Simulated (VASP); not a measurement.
Runs of VASP 6.6.1 on LiMgF3. The structure is that of space group Pm-3m (No. 221), or close to it. The cells are those of the table. 

```tsv
task	cell	k mesh	cutoff (eV)	smearing	gap on the mesh (eV)	pressure (GPa)
single point	a = 3.436 Å, 5 atoms	8 × 8 × 8	520	gaussian 0.01 eV	4.34	-
single point	a = 3.581 Å, 5 atoms	6 × 6 × 6	520	gaussian 0.02 eV	3.69	-
relaxation of cell and atoms	relaxed from a = 3.529 Å, 5 atoms	6 × 6 × 6	600	gaussian 0.02 eV	3.71	0.0
single point	a = 3.436 Å, 5 atoms	6 × 6 × 6	520	gaussian 0.01 eV	4.34	-
relaxation of cell and atoms	relaxed to 15 GPa from a = 3.436 Å, 5 atoms	8 × 8 × 8	600	gaussian 0.01 eV	4.35	15.0
relaxation of cell and atoms	relaxed to 15 GPa from a = 3.524 Å, 5 atoms	6 × 6 × 6	600	gaussian 0.01 eV	(a)	15.0
```

Alike in all rows: level PBEsol; potentials or basis VASP PAW PBE potentials, release 64 (Li_sv, Mg, F); no spin polarisation.

**Question.** Fill in the values left out.

**Answer.** (a) 4.36.

Caveats: the cutoff is under 1.25 times the usual one of these potentials, so pressure, stress and relaxed cells hold a basis-set (Pulay) error; the PAW data sets were made with another functional, which shifts forces and pressure a little; the cell is relaxed towards a set pressure, so the enthalpy falls and the energy may rise (some runs).

A k mesh can miss the band edges.
